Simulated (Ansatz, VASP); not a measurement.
**La: VASP beside Ansatz**

The input INCAR:

```
SYSTEM = La
ALGO = Normal ; EDIFF = 1E-6
ENCUT = 520 ; GGA = RP
ISIF = 2 ; ISMEAR = -1
LASPH = .TRUE. ; LCHARG = .TRUE.
LELF = .TRUE. ; LREAL = .FALSE.
LVHAR = .TRUE. ; LWAVE = .FALSE.
NBANDS = 12 ; NELM = 60
PREC = Accurate ; SIGMA = 0.1
```

Contents of KPOINTS:

```
k-points
0
G
  11 11 11
  0 0 0
```

The input POSCAR:

```
La
1.0
    3.4738366907      0.0000000000      0.0000000000
    0.0000000000      3.4738366907      0.0000000000
    0.0000000000      0.0000000000      3.4738366907
La
1
Direct
    0.0000000000      0.0000000000      0.0000000000
```

Input for Ansatz:

```yaml
crystal:
  lattice:
    - [3.4738366907, 0.0, 0.0]
    - [0.0, 3.4738366907, 0.0]
    - [0.0, 0.0, 3.4738366907]
  atoms:
    - { symbol: La, position: [0.0, 0.0, 0.0] }
hamiltonian:
  xc: rpbe
  pseudopotentials:
    kind: paw
    azcp:
      La: "pseudopotentials/La.paw.azcp"
basis:
  ecutwfc: 420
  fft_grid_basis: typed
kpoints:
  mp_grid: { grid: [11, 11, 11], shift: [0, 0, 0] }
magnetization:
  spin_polarized: false
scf:
  occupations: { method: fermi_dirac, width: 0.1 }
  lower_state_search: "off"
output:
  stress: true
```

Alike in both runs: task single point; functional RPBE; k mesh 11 × 11 × 11; occupations fermi-dirac, width 0.1 eV; no spin polarisation.

|  | VASP | Ansatz |
| --- | --- | --- |
| version | VASP 6.6.1 | Ansatz 0.2.0 |
| potentials or method | VASP PAW PBE potentials, release 64 (La), cutoff 520 eV | plane waves (420 eV) with PAW, scalar-relativistic |
| valence electrons in the cell | 11 | 11 |

```csv
,VASP,Ansatz,Ansatz less VASP
pressure (GPa),-1.3,-1.3,0.00
```

VASP's potentials were made for PBE, not for RPBE.

Neither program's run includes spin-orbit coupling.
